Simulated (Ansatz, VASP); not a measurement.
## Two plane-wave programs on Y

```
CELL_PARAMETERS angstrom
3.69955 0.00000 0.00000
-1.84978 3.20390 0.00000
0.00000 0.00000 5.82303
ATOMIC_POSITIONS crystal
Y 0.33333 0.66667 0.25000
Y 0.66667 0.33333 0.75000
```

Change from the starting cell: functional r2scan, volume scaled by 1.04, PAW files.

Alike in both runs: task electric field gradients; functional r2SCAN; k mesh 12 × 12 × 7; occupations fermi-dirac, width 0.08 eV; no spin polarisation.

```csv
,VASP,Ansatz
version,VASP 6.6.1,Ansatz 0.2.0
potentials or method,"VASP PAW PBE potentials, release 64 (Y_sv)","PAW with Ansatz's default frozen-core files, scalar-relativistic"
plane-wave cutoff (eV),520,500
valence electrons in the cell,22,22
```

Ansatz gave:

* pressure (GPa): -1.1
* traceless stress, the component that is largest in VASP (GPa): -0.48
* size of Vzz on the site where it differs most (V/Å²): 27.9

**Question.** Which values does VASP return?

**Answer.** Pressure (GPa): -1.0; traceless stress, the component that is largest in VASP (GPa): -0.47; size of Vzz on the site where it differs most (V/Å²): 27.4.

VASP's potentials were made for PBE, not for r2SCAN.
